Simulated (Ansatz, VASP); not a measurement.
## Hf: VASP beside Ansatz

```
Hf
1.0
     2.74772    0.00000    0.00000
    -1.37386    2.37960    0.00000
     0.00000    0.00000    4.58731
Hf
2
Cartesian
  0.0000 1.5864 1.1468
  1.3739 0.7932 3.4405
```

Change from the starting cell: volume scaled by 0.72, PAW files.

Alike in both runs: task single point; functional LDA; k mesh 15 × 15 × 8; occupations fermi-dirac, width 0.08 eV; no spin polarisation.

```csv
,VASP,Ansatz
version,VASP 6.6.1,Ansatz 0.2.0
potentials or method,"VASP PAW LDA potentials, release 64 (Hf_pv)","PAW with Ansatz's default frozen-core files, scalar-relativistic"
plane-wave cutoff (eV),520,420
valence electrons in the cell,20,52
```

|  | VASP | Ansatz | Ansatz less VASP |
| --- | --- | --- | --- |
| pressure (GPa) | 67.5 | 67.5 | +0.01 |

LDA's correlation is that of Perdew and Zunger in VASP and of Perdew and Wang (1992) in Ansatz. Both programs put the cell under a high pressure, so it lies far from rest at this level. VASP's potentials hold 20 valence electrons a cell and Ansatz's 52, so a difference there can come from the potentials and not from the codes.

Spin-orbit coupling is off throughout. Noted on VASP's run: the cell as given lies far from equilibrium.
